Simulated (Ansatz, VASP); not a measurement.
Mo in VASP and in Ansatz

```xyz
1
Lattice="2.7239 0.0000 0.0000 -1.3619 2.3589 0.0000 0.0000 0.0000 2.4470" Properties=species:S:1:pos:R:3 pbc="T T T"
Mo    0.0000    0.0000    1.2235
```

Alike in both runs: functional PBEsol; dispersion D3(BJ); k mesh 12 × 12 × 11; no spin polarisation.

Ansatz relaxed the structure, and its values are those at the end. VASP's run is a single point on that final structure, the one shown.

```csv
,VASP,Ansatz
version,VASP 6.6.1,Ansatz 0.2.0
potentials or method,"VASP PAW PBE potentials, release 64 (Mo_sv)","plane waves, PAW"
plane-wave cutoff (eV),520,420
occupations,"fermi-dirac, width 0.1 eV",fermi-dirac
valence electrons in the cell,14,14
```

```tsv
	VASP	Ansatz	Ansatz less VASP
pressure (GPa)	0.7	0.0	-0.72
```

VASP's potentials were made for PBE, not for PBEsol.
